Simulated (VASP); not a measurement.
Set up this calculation in VASP 6.6.1, as the native input.

```
Task                   : single point
Functional             : PBE
Potentials or basis    : VASP PAW PBE potentials, release 64 (Ti_sv, Al)
Cutoff                 : 520 eV
k mesh                 : 4 × 4 × 4
Occupations            : gaussian, width 0.1 eV
Spin                   : no spin polarisation
Dipole correction      : no
Further INCAR settings : ALGO = Fast; EDIFF = 1e-06; NBANDS = 53
```

The structure of Ti3Al2 lies in POSCAR:

```
Ti3Al2
1.0
    0.0000000000      4.6778207443      4.6778207443
    4.6778207443      0.0000000000      4.6778207443
    4.6778207443      4.6778207443      0.0000000000
Ti Al
6 4
Direct
    0.2499989369      0.7500010631      0.7500010631
    0.7500010631      0.2499989369      0.2499989369
    0.7500010631      0.2499989369      0.7500010631
    0.2499989369      0.7500010631      0.2499989369
    0.7500010631      0.7500010631      0.2499989369
    0.2499989369      0.2499989369      0.7500010631
    0.2500000000      0.2500000000      0.2500000000
    0.7500000000      0.7500000000      0.7500000000
    0.0000000000      0.0000000000      0.0000000000
    0.5000000000      0.5000000000      0.5000000000
```

The cell was built from a structure type or drawn by symmetry, and may not be a known phase.

These files were run (other wordings do the same):

INCAR

```
ALGO = Fast
EDIFF = 1E-6
ENCUT = 520
GGA = PE
ISIF = 2
ISMEAR = 0
LASPH = T
LCHARG = F
LREAL = F
LWAVE = F
NBANDS = 53
NELM = 80
PREC = Accurate
SIGMA = 0.1
```

KPOINTS

```
k-points
0
Gamma
  4 4 4
```

Potentials or basis: VASP PAW PBE potentials, release 64 (Ti_sv, Al).

The run is started by

```bash
$ cat potpaw_PBE.64/Ti_sv/POTCAR potpaw_PBE.64/Al/POTCAR > POTCAR
$ mpirun -np 1 vasp_std > vasp.out
```

It gave:

```
Pressure               : 0.1 GPa
Band gap on the k mesh : zero (bands 42 and 43 overlap by 0.10 eV)
```

Wall time 17 min on 1 thread of Intel Xeon 8259CL (shared host), peak memory 0.39 GiB.
